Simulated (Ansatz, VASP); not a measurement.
# Na2S: VASP beside Ansatz

```xyz
3
Lattice="0.0000 3.2839 3.2839 3.2839 0.0000 3.2839 3.2839 3.2839 0.0000" Properties=species:S:1:pos:R:3 pbc="T T T"
Na    1.6420    1.6420    1.6420
Na    4.9259    4.9259    4.9259
S     0.0000    0.0000    0.0000
```

Alike in both runs: functional PBE; k mesh 8 × 8 × 8; occupations gaussian, width 0.02 eV; no spin polarisation.

Ansatz relaxed the structure, and its values are those at the end. VASP's run is a single point on that final structure, the one shown.

```csv
,VASP,Ansatz
version,VASP 6.6.1,Ansatz 0.2.0
potentials or method,"VASP PAW PBE potentials, release 64 (Na_pv, S), cutoff 500 eV","scalar-relativistic, plane waves, PAW"
valence electrons in the cell,20,24
```

```tsv
	VASP	Ansatz	Ansatz less VASP
gap on the k mesh at the Fermi level (eV)	2.45	2.45	+0.002
least direct gap on the mesh (eV)	2.45	2.45	+0.002
pressure (GPa)	0.0	0.0	0.00
```

VASP's potentials hold 20 valence electrons a cell and Ansatz's 24, so a difference there can come from the potentials and not from the codes.
